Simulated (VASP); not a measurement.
Input of a VASP 6.6.1 run:

INCAR

```
SYSTEM = Ti3W
ALGO = Normal
EDIFF = 1E-6
ENCUT = 520
GGA = PE
ISIF = 2
ISMEAR = 0
LASPH = .TRUE.
LCHARG = .TRUE.
LELF = .TRUE.
LREAL = .FALSE.
LVHAR = .TRUE.
LWAVE = .FALSE.
NBANDS = 33
NELM = 80
PREC = Accurate
SIGMA = 0.1
```

File KPOINTS:

```
k-points
0
G
  4 4 4
  0 0 0
```

The input POSCAR:

```
Ti3W
1.0
    4.0684249993      0.0000000000      0.0000000000
    0.0000000000      4.0684249993      0.0000000000
    0.0000000000      0.0000000000      4.0684249993
Ti W
3 1
Direct
    0.5000000000      0.0000000000      0.5000000000
    0.0000000000      0.5000000000      0.5000000000
    0.5000000000      0.5000000000      0.0000000000
    0.0000000000      0.0000000000      0.0000000000
```

Potentials or basis: VASP PAW PBE potentials, release 64 (Ti_sv, W_sv).

Command:

```console
$ cat potpaw_PBE.64/Ti_sv/POTCAR potpaw_PBE.64/W_sv/POTCAR > POTCAR
$ mpirun -np 1 vasp_std > vasp.out
```

(1) Predict the pressure.

(2) Estimate the band gap on the k mesh.

Results:

(1) -0.1 GPa.

(2) zero (bands 25 and 26 overlap by 1.35 eV).

Caveat: the k points lie up to 0.39 Å⁻¹ apart, too coarse for converged energies and pressures of a metal; spin-orbit coupling is left out, which moves the levels of the heavy elements.
